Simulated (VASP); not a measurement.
Here is a VASP 6.6.1 calculation.

File INCAR:

```
SYSTEM = Ir3O
PREC = Accurate
ENCUT = 520
EDIFF = 1E-6
ISMEAR = 0
SIGMA = 0.1
LREAL = .False.
LASPH = .True.
NELM = 60
ALGO = Normal
ISIF = 2
LWAVE = .False.
LCHARG = .True.
LDIPOL = .True.
IDIPOL = 3
DIPOL = 0.5 0.5 0.358
GGA = PE
LELF = .True.
LVHAR = .True.
LVACPOTAV = .True.
NBANDS = 24
```

KPOINTS

```
Automatic mesh
0
Gamma
  12 12 1
  0 0 0
```

POSCAR

```
Ir3O
1.0
    2.7367600872      0.0000000000      0.0000000000
   -1.3683800436      2.3701037596      0.0000000000
    0.0000000000      0.0000000000     19.8425800730
Ir O
3 1
Direct
    0.6666666667      0.3333333333      0.2015866881
    0.3333333333      0.6666666667      0.3110139949
    0.0000000000      0.0000000000      0.4204382718
    0.0000000000      0.3333333333      0.5001992440
```

Potentials or basis: VASP PAW PBE potentials, release 64 (Ir, O).

The run is started by

```bash
$ cat potpaw_PBE.64/Ir/POTCAR potpaw_PBE.64/O/POTCAR > POTCAR
$ mpirun -np 1 vasp_std > vasp.out
```

(1) Predict the band gap on the k mesh.

(2) Estimate the largest force.

Answers

(1) zero (an odd number of electrons rules out a gap without spin polarisation).

(2) 1.136 eV/Å.

Caveat: spin-orbit coupling is left out, which moves the levels of the heavy elements.
